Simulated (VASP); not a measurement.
# Sn (P6_3/mmc) in VASP: notebook

Runs on Sn. Level: PBE. Tasks: single point.

Program: VASP 6.6.1. These are calculated values, not measurements. Logs are shortened: lines on timing, memory, paths and dates and some standing lists are left out, and cuts for length are marked.

### 1 The cell of the first run

The structure is hexagonal, space group P6_3/mmc (No. 194). Conventional cell: a = 3.218 Å, b = 3.218 Å, c = 10.455 Å, α = 90.00°, β = 90.00°, γ = 120.00°. Sn (site symmetry -3m) has 12 Sn at 3.21 to 3.22 Å within 4.2 Å. Sn (site symmetry -6m2) has 12 Sn at 3.21 to 3.22 Å within 4.2 Å.

This isn't the form of Sn at room conditions, which is tetragonal (white tin).

### 2 Single point, PBE

INCAR reads:

```
SYSTEM = Sn
ALGO     = Normal         ! electronic algorithm
EDIFF    = 1E-7           ! SCF threshold, eV
ENCUT    = 520            ! plane-wave cutoff, eV
GGA      = PE             ! functional
ISIF     = 2              ! what is computed and relaxed
ISMEAR   = -1             ! smearing method
LASPH    = .TRUE.         ! aspherical terms in the spheres
LCHARG   = .TRUE.         ! write CHGCAR
LELF     = .TRUE.         ! ELF
LREAL    = .FALSE.        ! projectors in reciprocal space
LVHAR    = .TRUE.       
LWAVE    = .FALSE.        ! write WAVECAR
NBANDS   = 36             ! bands
NELM     = 100            ! most SCF steps
PREC     = Accurate       ! precision mode
SIGMA    = 0.1            ! smearing width, eV
```

KPOINTS reads:

```
k-points
0
G
  12 12 3
  0 0 0
```

POSCAR reads:

```
Sn
1.0
    3.2184505272      0.0000000000      0.0000000000
   -1.6092252636      2.7872599174      0.0000000000
    0.0000000000      0.0000000000     10.4554133740
Sn
4
Direct
    0.0000000000      0.0000000000      0.0000000000
    0.0000000000      0.0000000000      0.5000000000
    0.3333333333      0.6666666667      0.2500000000
    0.6666666667      0.3333333333      0.7500000000
```

Potentials or basis: VASP PAW PBE potentials, release 64 (Sn_d).

Launch:

```console
$ cat potpaw_PBE.64/Sn_d/POTCAR > POTCAR
$ mpirun -np 1 vasp_std > vasp.out
```

OUTCAR:

```text
SYSTEM = Sn
   EDIFF = 1E-7
   ENCUT = 520
   GGA = PE
   ISIF = 2
   ISMEAR = -1
   LASPH = .TRUE.
   LREAL = .FALSE.
   NELM = 100
   PREC = Accurate

 ion  position               nearest neighbor table
   1  0.000  0.000  0.000-   3 3.21   4 3.21   4 3.21   3 3.21   4 3.21   3 3.21
   2  0.000  0.000  0.500-   3 3.21   4 3.21   4 3.21   3 3.21   4 3.21   3 3.21
   3  0.333  0.667  0.250-   1 3.21   2 3.21   1 3.21   2 3.21   1 3.21   2 3.21
   4  0.667  0.333  0.750-   1 3.21   2 3.21   1 3.21   2 3.21   1 3.21   2 3.21

  LATTYP: Found a hexagonal cell.
 ALAT       =     3.2184505272
 C/A-ratio  =     3.2485860154

  Lattice vectors:

 A1 = (   3.2184505272,   0.0000000000,   0.0000000000)
 A2 = (  -1.6092252636,   2.7872599174,   0.0000000000)
 A3 = (   0.0000000000,   0.0000000000,  10.4554133740)

Analysis of symmetry for initial positions (statically):
=====================================================================
 Subroutine PRICEL returns:
 Original cell was already a primitive cell.

 Routine SETGRP: Setting up the symmetry group for a
 hexagonal supercell.

 Subroutine GETGRP returns: Found 24 space group operations
 (whereof 12 operations were pure point group operations)
 out of a pool of 24 trial point group operations.

The static configuration has the point symmetry D_3d.
 The point group associated with its full space group is D_6h.

Analysis of symmetry for dynamics (positions and initial velocities):
=====================================================================
 Subroutine PRICEL returns:
 Original cell was already a primitive cell.

 Routine SETGRP: Setting up the symmetry group for a
 hexagonal supercell.

 Subroutine GETGRP returns: Found 24 space group operations
 (whereof 12 operations were pure point group operations)
 out of a pool of 24 trial point group operations.

The dynamic configuration has the point symmetry D_3d.
 The point group associated with its full space group is D_6h.

 Subroutine INISYM returns: Found 24 space group operations
 (whereof 12 operations are pure point group operations),
 and found     1 'primitive' translations

----------------------------------------------------------------------------------------

                                     Primitive cell

  volume of cell :      93.7919

  direct lattice vectors                    reciprocal lattice vectors
     3.218450527  0.000000000  0.000000000     0.310708520  0.179387648  0.000000000
    -1.609225264  2.787259917  0.000000000     0.000000000  0.358775295  0.000000000
     0.000000000  0.000000000 10.455413374     0.000000000  0.000000000  0.095644234

  length of vectors
     3.218450527  3.218450527 10.455413374     0.358775295  0.358775295  0.095644234

  position of ions in fractional coordinates (direct lattice)
     0.000000000  0.000000000  0.000000000
     0.000000000  0.000000000  0.500000000
     0.333333333  0.666666667  0.250000000
     0.666666667  0.333333333  0.750000000

  ion indices of the primitive-cell ions
   primitive index   ion index
                 1           1
                 2           2
                 3           3
                 4           4

----------------------------------------------------------------------------------------

 KPOINTS: k-points

Automatic generation of k-mesh.
 Grid dimensions read from file:
 generate k-points for:   12   12    3

 Generating k-lattice:

  Cartesian coordinates                     Fractional coordinates (reciprocal lattice)
     0.025892377  0.014948971  0.000000000     0.083333333 -0.000000000  0.000000000
     0.000000000  0.029897941  0.000000000     0.000000000  0.083333333  0.000000000
     0.000000000  0.000000000  0.031881411     0.000000000  0.000000000  0.333333333

  Length of vectors
     0.029897941  0.029897941  0.031881411

  Shift w.r.t. Gamma in fractional coordinates (k-lattice)
     0.000000000  0.000000000  0.000000000

 Subroutine IBZKPT returns following result:
 ===========================================

 Found     38 irreducible k-points:

 Following reciprocal coordinates:
            Coordinates               Weight
  0.000000  0.000000  0.000000      1.000000
  0.083333  0.000000  0.000000      6.000000
  0.166667  0.000000  0.000000      6.000000
  0.250000  0.000000  0.000000      6.000000
  0.333333  0.000000  0.000000      6.000000
  0.416667  0.000000  0.000000      6.000000
[... 16 lines left out ...]
  0.250000  0.000000  0.333333     12.000000
  0.333333  0.000000  0.333333     12.000000
 [... further k-points ...]
   k-points           NKPTS =     38   k-points in BZ     NKDIM =     38   number of bands    NBANDS=     36
   number of dos      NEDOS =    301   number of ions     NIONS =      4
   total plane-waves  NPLWV =  46080
   dimension x,y,z NGX =    24 NGY =   24 NGZ =   80
   dimension x,y,z NGXF=    48 NGYF=   48 NGZF=  160
   ions per type =               4
   NGX,Y,Z   is equivalent  to a cutoff of  12.40, 12.40, 12.72 a.u.
   NGXF,Y,Z  is equivalent  to a cutoff of  24.79, 24.79, 25.44 a.u.
 SYSTEM =  Sn
   PREC   = accura    normal or accurate (medium, high low for compatibility)
   ISTART =      0    job   : 0-new  1-cont  2-samecut
   ICHARG =      2    charge: 1-file 2-atom 10-const
   ISPIN  =      1    spin polarized calculation?
   LNONCOLLINEAR =      F non collinear calculations
   LSORBIT =      F    spin-orbit coupling
   LASPH  =      T    aspherical Exc in radial PAW
   ENCUT  =  520.0 eV  38.22 Ry    6.18 a.u.   5.98  5.98 19.44*2*pi/ulx,y,z
   NELM   =    100;   NELMIN=  2; NELMDL= -5     # of ELM steps
   EDIFF  = 0.1E-06   stopping-criterion for ELM
   LREAL  =      F    real-space projection
   EDIFFG = 0.1E-05   stopping-criterion for IOM
   NSW    =      0    number of steps for IOM
   IBRION =     -1    ionic relax: 0-MD 1-quasi-New 2-CG
   NFREE  =      0    steps in history (QN), initial steepest desc. (CG)
   ISIF   =      2    stress and relaxation
   ISYM   =      2    0-nonsym 1-usesym 2-fastsym
   POTIM  = 0.5000    time-step for ionic-motion
   TEBEG  =    0.0;   TEEND  =   0.0 temperature during run
   PSTRESS=    0.0 pullay stress
   NELECT =      56.0000    total number of electrons
   NUPDOWN=      -1.0000    fix difference up-down
   EMIN   =  10.00;   EMAX   =-10.00  energy-range for DOS
   EFERMI =   0.00;   METHOD = LEGACY
   ISMEAR =    -1;   SIGMA  =   0.10  broadening in eV -4-tet -1-fermi 0-gaus
   EFERMI_NEDOS =   21; number of points for ismear=-14 and -15
   IALGO  =     38    algorithm
   IMIX   =      4    mixing-type and parameters
     AMIX     =   0.40;   BMIX     =  1.00
     AMIX_MAG =   1.60;   BMIX_MAG =  1.00
  volume/ion in A,a.u.               =      23.45       158.23
  Fermi-wavevector in a.u.,A,eV,Ry     =   1.378528  2.605041 25.855697  1.900340
  Thomas-Fermi vector in A             =   2.503581
   LORBIT       =      0    0 simple, 1 ext, 2 COOP (PROOUT), +10 PAW based schemes
   GGA     = PE    functional components
   LHFCALC =     F    Hartree Fock is set to
   AEXX    =    0.0000 exact exchange contribution
   IVDW    =     0    specifies the selected vdW correction
   LEPSILON=     F    determine dielectric tensor
   LRPA    =     F    only Hartree local field effects (RPA)
 non-spin polarized calculation
  energy-cutoff  :      520.00
  volume of cell :       93.79
 maximum number of plane-waves:      2548
 NGX is ok and might be reduce to    24
   NGX = 11   NGY = 11   NGZ = 39

 number of electron      55.9999966 magnetization

 Free energy of the ion-electron system (eV)
  ---------------------------------------------------
  ext. energy  EPLUGINS =         0.00000000
  ---------------------------------------------------
  free energy    TOTEN  =       -14.58948877 eV

  energy without entropy =      -14.51711025  energy(sigma->0) =      -14.55329951

 E-fermi :   9.9905     XC(G=0): -11.0778

 val. band max:        9.9840057936   @ k =   0.1667   0.1667   0.3333
 cond. band min:      10.0193077863   @ k =   0.4167   0.0000   0.0000
 fundamental gap:      0.0353019927
 Fermi energy:         9.9905135453

 k-point     1 :       0.0000    0.0000    0.0000
  band No.  band energies     occupation
      1     -11.6396      2.00000
      2     -11.6339      2.00000
      3     -11.6174      2.00000
      4     -11.6174      2.00000
      5     -11.6077      2.00000
      6     -11.6077      2.00000
[... 28 lines left out ...]
     35      18.8202      0.00000
     36      19.2135      0.00000

 k-point     2 :       0.0833    0.0000    0.0000
  band No.  band energies     occupation
      1     -11.6381      2.00000
      2     -11.6338      2.00000
      3     -11.6164      2.00000
      4     -11.6120      2.00000
      5     -11.6115      2.00000
      6     -11.6038      2.00000
[... 28 lines left out ...]
     35      18.8698      0.00000
     36      19.1632      0.00000

 k-point     3 :       0.1667    0.0000    0.0000
  band No.  band energies     occupation
      1     -11.6590      2.00000
      2     -11.6425      2.00000
      3     -11.6269      2.00000
      4     -11.6094      2.00000
      5     -11.5926      2.00000
      6     -11.5905      2.00000
[... 28 lines left out ...]
     35      17.8449      0.00000
     36      18.0953      0.00000

 k-point     4 :       0.2500    0.0000    0.0000
  band No.  band energies     occupation
      1     -11.6901      2.00000
      2     -11.6588      2.00000
      3     -11.6486      2.00000
      4     -11.6094      2.00000
      5     -11.6063      2.00000
      6     -11.5823      2.00000
[... 28 lines left out ...]
     35      16.2220      0.00000
     36      17.0724      0.00000

 k-point     5 :       0.3333    0.0000    0.0000
  band No.  band energies     occupation
      1     -11.7199      2.00000
      2     -11.6735      2.00000
      3     -11.6734      2.00000
      4     -11.6297      2.00000
      5     -11.6210      2.00000
      6     -11.5945      2.00000
[... 655 lines left out ...]
 k-point    22 :       0.1667    0.0000    0.3333
  band No.  band energies     occupation
      1     -11.6573      2.00000
      2     -11.6503      2.00000
      3     -11.6197      2.00000
      4     -11.6062      2.00000
      5     -11.5977      2.00000
      6     -11.5845      2.00000
[... 28 lines left out ...]
     35      17.3055      0.00000
     36      18.1311      0.00000

 k-point    23 :       0.2500    0.0000    0.3333
  band No.  band energies     occupation
      1     -11.6866      2.00000
      2     -11.6743      2.00000
      3     -11.6310      2.00000
      4     -11.6111      2.00000
      5     -11.5924      2.00000
      6     -11.5833      2.00000
[... 28 lines left out ...]
     35      16.5526      0.00000
     36      17.3021      0.00000

 k-point    24 :       0.3333    0.0000    0.3333
  band No.  band energies     occupation
      1     -11.7141      2.00000
      2     -11.6970      2.00000
      3     -11.6467      2.00000
      4     -11.6234      2.00000
      5     -11.6152      2.00000
      6     -11.5973      2.00000
[... 28 lines left out ...]
     35      15.6849      0.00000
     36      16.6115      0.00000

 [... further k-points ...]

------------------------ aborting loop because EDIFF is reached ----------------------------------------

  FORCE on cell =-STRESS in cart. coord.  units (eV):
  Direction    XX          YY          ZZ          XY          YZ          ZX
  --------------------------------------------------------------------------------------
  -------------------------------------------------------------------------------------
  Total        7.2068898      7.2068898      7.1630148     -0.0000000      0.0000000     -0.0000000
  in kB      123.1098922    123.1098922    122.3604085     -0.0000000      0.0000000     -0.0000000
  external PRESSURE =     122.8600643 kB  Pullay stress =       0.0000000 kB

 VOLUME and BASIS-vectors are now :
 -----------------------------------------------------------------------------
  energy-cutoff  :      520.00
  volume of cell :       93.79
      direct lattice vectors                 reciprocal lattice vectors
     3.218450527  0.000000000  0.000000000     0.310708520  0.179387648  0.000000000
    -1.609225264  2.787259917  0.000000000     0.000000000  0.358775295  0.000000000
     0.000000000  0.000000000 10.455413374     0.000000000  0.000000000  0.095644234

 POSITION                                       TOTAL-FORCE (eV/Angst)
 -----------------------------------------------------------------------------------
      0.00000      0.00000      0.00000        -0.000000      0.000000      0.000000
      0.00000      0.00000      5.22771         0.000000      0.000000      0.000000
     -0.00000      1.85817      2.61385        -0.000000      0.000000     -0.000000
      1.60923      0.92909      7.84156         0.000000     -0.000000     -0.000000
 -----------------------------------------------------------------------------------
    total drift:                               -0.000000      0.000000     -0.000000

  FREE ENERGIE OF THE ION-ELECTRON SYSTEM (eV)
  ---------------------------------------------------
  free  energy   TOTEN  =       -14.5894887741 eV

  energy  without entropy=      -14.5171102498  energy(sigma->0) =      -14.55329951
```

Wall time 3.1 min (1 thread of Intel Xeon 8259CL, shared host); peak memory 0.25 GiB.

Results:

```
Free energy            : -14.5895 eV
Pressure               : 12.3 GPa
Band gap on the k mesh : zero (bands 28 and 29 overlap by 9.74 eV)
```

Caveat: the cell stands under pressure; spin-orbit coupling is left out, which moves the levels of the heavy elements.

### 3 Single point, PBE (23.45 Å³/atom)

INCAR reads:

```
ALGO = Normal
EDIFF = 1E-6
ENCUT = 520
GGA = PE
ISIF = 2
ISMEAR = -1
LASPH = True
LCHARG = False
LREAL = False
LWAVE = False
NBANDS = 36
NELM = 80
PREC = Accurate
SIGMA = 0.1
```

KPOINTS reads:

```
k-points
0
Gamma
  12 12 3
```

POSCAR is that of step 2.

Potentials or basis: VASP PAW PBE potentials, release 64 (Sn_d).

Launch:

```console
$ cat potpaw_PBE.64/Sn_d/POTCAR > POTCAR
$ mpirun -np 1 vasp_std > vasp.out
```

OUTCAR:

```text
EDIFF = 1E-6
   ENCUT = 520
   GGA = PE
   ISIF = 2
   ISMEAR = -1
   LASPH = True
   LREAL = False
   NELM = 80
   PREC = Accurate

 ion  position               nearest neighbor table
   1  0.000  0.000  0.000-   3 3.21   4 3.21   4 3.21   3 3.21   4 3.21   3 3.21
   2  0.000  0.000  0.500-   3 3.21   4 3.21   4 3.21   3 3.21   4 3.21   3 3.21
   3  0.333  0.667  0.250-   1 3.21   2 3.21   1 3.21   2 3.21   1 3.21   2 3.21
   4  0.667  0.333  0.750-   1 3.21   2 3.21   1 3.21   2 3.21   1 3.21   2 3.21

  LATTYP: Found a hexagonal cell.
 ALAT       =     3.2184505272
 C/A-ratio  =     3.2485860154

  Lattice vectors:

 A1 = (   3.2184505272,   0.0000000000,   0.0000000000)
 A2 = (  -1.6092252636,   2.7872599174,   0.0000000000)
 A3 = (   0.0000000000,   0.0000000000,  10.4554133740)

Analysis of symmetry for initial positions (statically):
=====================================================================
 Subroutine PRICEL returns:
 Original cell was already a primitive cell.

 Routine SETGRP: Setting up the symmetry group for a
 hexagonal supercell.

 Subroutine GETGRP returns: Found 24 space group operations
[... 165 lines left out ...]
  ext. energy  EPLUGINS =         0.00000000
  ---------------------------------------------------
  free energy    TOTEN  =       -14.58948900 eV

  energy without entropy =      -14.51711058  energy(sigma->0) =      -14.55329979

 E-fermi :   9.9905     XC(G=0): -11.0778

 val. band max:        9.9840305007   @ k =   0.1667   0.1667   0.3333
 cond. band min:      10.0193417028   @ k =   0.4167   0.0000   0.0000
 fundamental gap:      0.0353112021
 Fermi energy:         9.9905381609

 k-point     1 :       0.0000    0.0000    0.0000
  band No.  band energies     occupation
      1     -11.6395      2.00000
      2     -11.6338      2.00000
      3     -11.6172      2.00000
      4     -11.6172      2.00000
      5     -11.6074      2.00000
      6     -11.6074      2.00000
[... 925 lines left out ...]
     35      15.6849      0.00000
     36      16.6116      0.00000

 [... further k-points ...]
[... 5 lines left out ...]
  --------------------------------------------------------------------------------------
  -------------------------------------------------------------------------------------
  Total        7.1933214      7.1933214      7.1491711      0.0000000     -0.0000000      0.0000000
  in kB      122.8781122    122.8781122    122.1239261      0.0000000     -0.0000000      0.0000000
  external PRESSURE =     122.6267168 kB  Pullay stress =       0.0000000 kB

 VOLUME and BASIS-vectors are now :
 -----------------------------------------------------------------------------
  energy-cutoff  :      520.00
  volume of cell :       93.79
      direct lattice vectors                 reciprocal lattice vectors
     3.218450527  0.000000000  0.000000000     0.310708520  0.179387648  0.000000000
    -1.609225264  2.787259917  0.000000000     0.000000000  0.358775295  0.000000000
     0.000000000  0.000000000 10.455413374     0.000000000  0.000000000  0.095644234

 POSITION                                       TOTAL-FORCE (eV/Angst)
 -----------------------------------------------------------------------------------
      0.00000      0.00000      0.00000         0.000000      0.000000      0.000000
      0.00000      0.00000      5.22771         0.000000      0.000000      0.000000
     -0.00000      1.85817      2.61385        -0.000000     -0.000000      0.000000
      1.60923      0.92909      7.84156        -0.000000      0.000000     -0.000000
 -----------------------------------------------------------------------------------
    total drift:                               -0.000000      0.000000     -0.000000

  FREE ENERGIE OF THE ION-ELECTRON SYSTEM (eV)
  ---------------------------------------------------
  free  energy   TOTEN  =       -14.5894890050 eV

  energy  without entropy=      -14.5171105809  energy(sigma->0) =      -14.55329979
```

OSZICAR:

```text
N       E                     dE             d eps       ncg     rms          rms(c)
DAV:   1     0.560825231207E+03    0.56083E+03   -0.27960E+04  2752   0.260E+03
DAV:   2     0.624176401557E+02   -0.49841E+03   -0.48962E+03  2736   0.596E+02
DAV:   3    -0.107920124870E+02   -0.73210E+02   -0.71745E+02  3036   0.197E+02
DAV:   4    -0.145465040606E+02   -0.37545E+01   -0.36947E+01  3172   0.476E+01
DAV:   5    -0.146693810326E+02   -0.12288E+00   -0.12275E+00  3884   0.817E+00    0.348E+00
DAV:   6    -0.146133253869E+02    0.56056E-01   -0.79560E-02  3596   0.320E+00    0.187E+00
DAV:   7    -0.145903945131E+02    0.22931E-01   -0.43088E-02  3604   0.238E+00    0.222E-01
DAV:   8    -0.145894371967E+02    0.95732E-03   -0.33367E-03  3252   0.945E-01    0.380E-02
DAV:   9    -0.145894996906E+02   -0.62494E-04   -0.70107E-04  3304   0.391E-01    0.150E-02
DAV:  10    -0.145894896769E+02    0.10014E-04   -0.70795E-05  3680   0.116E-01    0.577E-03
DAV:  11    -0.145894875175E+02    0.21594E-05   -0.89662E-06  3072   0.433E-02    0.259E-03
DAV:  12    -0.145894891755E+02   -0.16580E-05   -0.25468E-06  1608   0.206E-02    0.144E-03
DAV:  13    -0.145894890050E+02    0.17049E-06   -0.28914E-07  1500   0.889E-03
   1 F= -.14589489E+02 E0= -.14553300E+02  d E =-.723784E-01
```

stdout:

```text
POSCAR found type information on POSCAR Sn
 POSCAR found :  1 types and       4 ions
 scaLAPACK will be used
 LDA part: xc-table for (Slater+PW92), standard interpolation
 POSCAR, INCAR and KPOINTS ok, starting setup
 FFT: planning ... GRIDC
 FFT: planning ... GRID_SOFT
 FFT: planning ... GRID
 WAVECAR not read
 entering main loop
```

It took 2.4 min on 1 thread of Intel Xeon 8259CL, shared host; peak memory 0.25 GiB.

What came out:

- Free energy: -14.5895 eV
- Pressure: 12.3 GPa
- Band gap on the k mesh: zero (bands 28 and 29 overlap by 9.74 eV)

Caveat: the cell stands under pressure; spin-orbit coupling is left out, which moves the levels of the heavy elements.
